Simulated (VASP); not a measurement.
Wanted: the native input for a VASP 6.6.1 run.

| Property | Result |
| --- | --- |
| Task | single point |
| Functional | PBEsol |
| Potentials or basis | VASP PAW PBE potentials, release 64 (Mg) |
| Cutoff | 520 eV |
| k mesh | 6 × 6 × 3 |
| Occupations | fermi-dirac, width 0.15 eV |
| Spin | no spin polarisation |
| Dipole correction | no |
| Further INCAR settings | ALGO = Normal; EDIFF = 1e-07; NBANDS = 9 |

The structure of Mg lies in POSCAR:

```
Mg
1.0
    3.0503000000      0.0000000000      0.0000000000
   -1.5251500000      2.6416370000      0.0000000000
    0.0000000000      0.0000000000      6.0896760000
Mg
2
Direct
    0.0000000000      0.0000000000      0.0000000000
    0.0000000000      0.0000000000      0.5000000000
```

One way to write it, as run:

INCAR

```
SYSTEM = Mg
  ALGO = Normal
  EDIFF = 1E-7
  ENCUT = 520
  GGA = PS
  ISIF = 2
  ISMEAR = -1
  LASPH = .True.
  LCHARG = .False.
  LREAL = .False.
  LWAVE = .False.
  NBANDS = 9
  NELM = 100
  PREC = Accurate
  SIGMA = 0.15
```

KPOINTS

```
k-points
0
Gamma
  6 6 3
  0 0 0
```

Potentials or basis: VASP PAW PBE potentials, release 64 (Mg).

Run with:

```sh
$ cat potpaw_PBE.64/Mg/POTCAR > POTCAR
$ mpirun -np 1 vasp_std > vasp.out
```

Results of the run:

```json
{
 "Pressure": "0.4 GPa",
 "Band gap on the k mesh": "zero (band 2 reaches 3.12 eV, above the bottom of band 3 at -0.13 eV)"
}
```

Caveat: the k points lie up to 0.40 Å⁻¹ apart; the PAW data sets were made with another functional, which shifts forces and pressure a little.

Wall time 15 s on 1 thread of AMD EPYC 7R13 (shared host), peak memory 0.13 GiB.
